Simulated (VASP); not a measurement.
# AlN (P6_3/mmc) in VASP: a series of runs, part 2 of 2

VASP 6.6.1. Earlier steps stand in the parts before.

### Step 3. Single point, PBEsol

Input file INCAR:

```
SYSTEM = AlN
PREC     = Accurate       ! precision mode
ENCUT    = 520            ! plane-wave cutoff, eV
EDIFF    = 1E-6           ! SCF threshold, eV
ISMEAR   = 0              ! smearing method
SIGMA    = 0.05           ! smearing width, eV
LREAL    = .FALSE.        ! projectors in reciprocal space
LASPH    = .TRUE.         ! aspherical terms in the spheres
NELM     = 100            ! most SCF steps
ALGO     = Normal         ! electronic algorithm
ISIF     = 2              ! what is computed and relaxed
LWAVE    = .FALSE.        ! write WAVECAR
LCHARG   = .TRUE.         ! write CHGCAR
GGA      = PS             ! functional
LELF     = .TRUE.         ! ELF
LVHAR    = .TRUE.       
NBANDS   = 16             ! bands
```

Input file KPOINTS:

```
Automatic mesh
0
G
  12 12 6
  0 0 0
```

Input file POSCAR:

```
AlN
1.0
    3.3121157418      0.0000000000      0.0000000000
   -1.6560578709      2.8683763727      0.0000000000
    0.0000000000      0.0000000000      4.1875630000
Al N
2 2
Direct
    0.3333333333      0.6666666667      0.7500000000
    0.6666666667      0.3333333333      0.2500000000
    0.3333333333      0.6666666667      0.2500000000
    0.6666666667      0.3333333333      0.7500000000
```

Potentials or basis: VASP PAW PBE potentials, release 64 (Al, N).

On the command line:

```
$ cat potpaw_PBE.64/Al/POTCAR potpaw_PBE.64/N/POTCAR > POTCAR
$ mpirun -np 1 vasp_std > vasp.out
```

OUTCAR:

```text
SYSTEM = AlN
   PREC = Accurate
   ENCUT = 520
   EDIFF = 1E-6
   ISMEAR = 0
   LREAL = .FALSE.
   LASPH = .TRUE.
   NELM = 100
   ISIF = 2
   GGA = PS

 ion  position               nearest neighbor table
   1  0.333  0.667  0.750-   4 1.91   4 1.91   4 1.91   3 2.09   3 2.09   2 2.84   2 2.84   2 2.84
                             2 2.84   2 2.84   2 2.84
   2  0.667  0.333  0.250-   3 1.91   3 1.91   3 1.91   4 2.09   4 2.09   1 2.84   1 2.84   1 2.84
                             1 2.84   1 2.84   1 2.84
   3  0.333  0.667  0.250-   2 1.91   2 1.91   2 1.91   1 2.09   1 2.09
   4  0.667  0.333  0.750-   1 1.91   1 1.91   1 1.91   2 2.09   2 2.09

  LATTYP: Found a hexagonal cell.
 ALAT       =     3.3121157418
 C/A-ratio  =     1.2643166261

  Lattice vectors:

 A1 = (   3.3121157418,   0.0000000000,   0.0000000000)
 A2 = (  -1.6560578709,   2.8683763727,   0.0000000000)
 A3 = (   0.0000000000,   0.0000000000,   4.1875630000)

Analysis of symmetry for initial positions (statically):
=====================================================================
 Subroutine PRICEL returns:
 Original cell was already a primitive cell.

 Routine SETGRP: Setting up the symmetry group for a
 hexagonal supercell.

 Subroutine GETGRP returns: Found 24 space group operations
 (whereof 12 operations were pure point group operations)
 out of a pool of 24 trial point group operations.

The static configuration has the point symmetry D_3d.
 The point group associated with its full space group is D_6h.

Analysis of symmetry for dynamics (positions and initial velocities):
=====================================================================
 Subroutine PRICEL returns:
 Original cell was already a primitive cell.

 Routine SETGRP: Setting up the symmetry group for a
 hexagonal supercell.

 Subroutine GETGRP returns: Found 24 space group operations
 (whereof 12 operations were pure point group operations)
 out of a pool of 24 trial point group operations.

[... 121 lines left out ...]
   EFERMI_NEDOS =   21; number of points for ismear=-14 and -15
   IALGO  =     38    algorithm
   IMIX   =      4    mixing-type and parameters
     AMIX     =   0.40;   BMIX     =  1.00
     AMIX_MAG =   1.60;   BMIX_MAG =  1.00
  volume/ion in A,a.u.               =       9.95        67.12
  Fermi-wavevector in a.u.,A,eV,Ry     =   1.208409  2.283561 19.867927  1.460251
  Thomas-Fermi vector in A             =   2.344017
   LORBIT       =      0    0 simple, 1 ext, 2 COOP (PROOUT), +10 PAW based schemes
   GGA     = PS    functional components
   LHFCALC =     F    Hartree Fock is set to
   AEXX    =    0.0000 exact exchange contribution
   IVDW    =     0    specifies the selected vdW correction
   LEPSILON=     F    determine dielectric tensor
   LRPA    =     F    only Hartree local field effects (RPA)
 non-spin polarized calculation
 Gauss-broadening in eV      SIGMA  =   0.05
  energy-cutoff  :      520.00
  volume of cell :       39.78
 maximum number of plane-waves:      1090
 NGX is ok and might be reduce to    28
   NGX = 13   NGY = 13   NGZ = 15

 number of electron      15.9999999 magnetization

 Free energy of the ion-electron system (eV)
  ---------------------------------------------------
  ext. energy  EPLUGINS =         0.00000000
  ---------------------------------------------------
  free energy    TOTEN  =       -30.93773502 eV

  energy without entropy =      -30.93773502  energy(sigma->0) =      -30.93773502

 E-fermi :   8.1058     XC(G=0): -11.3529

 val. band max:        7.8596551566   @ k =   0.0000   0.0000   0.0000
 cond. band min:      11.0473933902   @ k =   0.0000   0.0000   0.0000
 fundamental gap:      3.1877382336
 Fermi energy:         8.1057594830

 k-point     1 :       0.0000    0.0000    0.0000
  band No.  band energies     occupation
      1      -8.9060      2.00000
      2      -5.2331      2.00000
      3       0.9377      2.00000
      4       4.5763      2.00000
      5       4.5763      2.00000
      6       6.2438      2.00000
[... 433 lines left out ...]
      3       1.2423      2.00000
      4       2.9482      2.00000
      5       3.7334      2.00000
      6       3.7745      2.00000
[... 8 lines left out ...]
     15      19.4207      0.00000
     16      20.4093      0.00000

 [... further k-points ...]
[... 5 lines left out ...]
  --------------------------------------------------------------------------------------
  -------------------------------------------------------------------------------------
  Total       -0.8003133     -0.8003133     -1.0213505      0.0000000      0.0000000     -0.0000000
  in kB      -32.2305429    -32.2305429    -41.1322442      0.0000000      0.0000000     -0.0000000
  external PRESSURE =     -35.1977767 kB  Pullay stress =       0.0000000 kB

 VOLUME and BASIS-vectors are now :
 -----------------------------------------------------------------------------
  energy-cutoff  :      520.00
  volume of cell :       39.78
      direct lattice vectors                 reciprocal lattice vectors
     3.312115742  0.000000000  0.000000000     0.301921816  0.174314642  0.000000000
    -1.656057871  2.868376373  0.000000000     0.000000000  0.348629284  0.000000000
     0.000000000  0.000000000  4.187563000     0.000000000  0.000000000  0.238802377

 POSITION                                       TOTAL-FORCE (eV/Angst)
 -----------------------------------------------------------------------------------
     -0.00000      1.91225      3.14067         0.000000     -0.000000      0.000000
      1.65606      0.95613      1.04689        -0.000000      0.000000      0.000000
     -0.00000      1.91225      1.04689         0.000000     -0.000000      0.000000
      1.65606      0.95613      3.14067        -0.000000      0.000000      0.000000
 -----------------------------------------------------------------------------------
    total drift:                               -0.000000     -0.000000     -0.000000

  FREE ENERGIE OF THE ION-ELECTRON SYSTEM (eV)
  ---------------------------------------------------
  free  energy   TOTEN  =       -30.9377350181 eV

  energy  without entropy=      -30.9377350181  energy(sigma->0) =      -30.93773502
```

OSZICAR:

```text
N       E                     dE             d eps       ncg     rms          rms(c)
DAV:   1     0.383251342185E+02    0.38325E+02   -0.73730E+03  2432   0.901E+02
DAV:   2    -0.319099018645E+02   -0.70235E+02   -0.64391E+02  3552   0.185E+02
DAV:   3    -0.351152220223E+02   -0.32053E+01   -0.31923E+01  2888   0.404E+01
DAV:   4    -0.351345612841E+02   -0.19339E-01   -0.19337E-01  3008   0.353E+00
DAV:   5    -0.351348137790E+02   -0.25249E-03   -0.25249E-03  2888   0.409E-01    0.112E+01
DAV:   6    -0.310092491697E+02    0.41256E+01   -0.81395E+00  3112   0.213E+01    0.392E+00
DAV:   7    -0.309794808907E+02    0.29768E-01   -0.64751E-01  2680   0.554E+00    0.279E+00
DAV:   8    -0.309452344540E+02    0.34246E-01   -0.98277E-02  2608   0.255E+00    0.848E-01
DAV:   9    -0.309374484529E+02    0.77860E-02   -0.18303E-02  3176   0.106E+00    0.272E-01
DAV:  10    -0.309378327795E+02   -0.38433E-03   -0.21208E-03  2744   0.311E-01    0.177E-01
DAV:  11    -0.309377374532E+02    0.95326E-04   -0.13285E-04  2864   0.880E-02    0.426E-02
DAV:  12    -0.309377355215E+02    0.19318E-05   -0.70069E-06  2920   0.211E-02    0.800E-03
DAV:  13    -0.309377350181E+02    0.50333E-06   -0.26151E-06  2824   0.121E-02
   1 F= -.30937735E+02 E0= -.30937735E+02  d E =-.982329E-15
```

Wall time 32 s (1 thread of Intel Xeon 6975P-C, shared host); peak memory 0.18 GiB.

Results:

```yaml
Free_energy: -30.9377 eV
Pressure: -3.5 GPa
Band_gap_on_the_k_mesh: 3.19 eV, direct
```

Stress tensor (GPa, compression positive):
```
-3.22  0.00  0.00
 0.00 -3.22  0.00
 0.00  0.00 -4.11
```

Caveat: the PAW data sets were made with another functional, which shifts forces and pressure a little. PBEsol gaps usually lie below the measured ones, often by a third to a half.
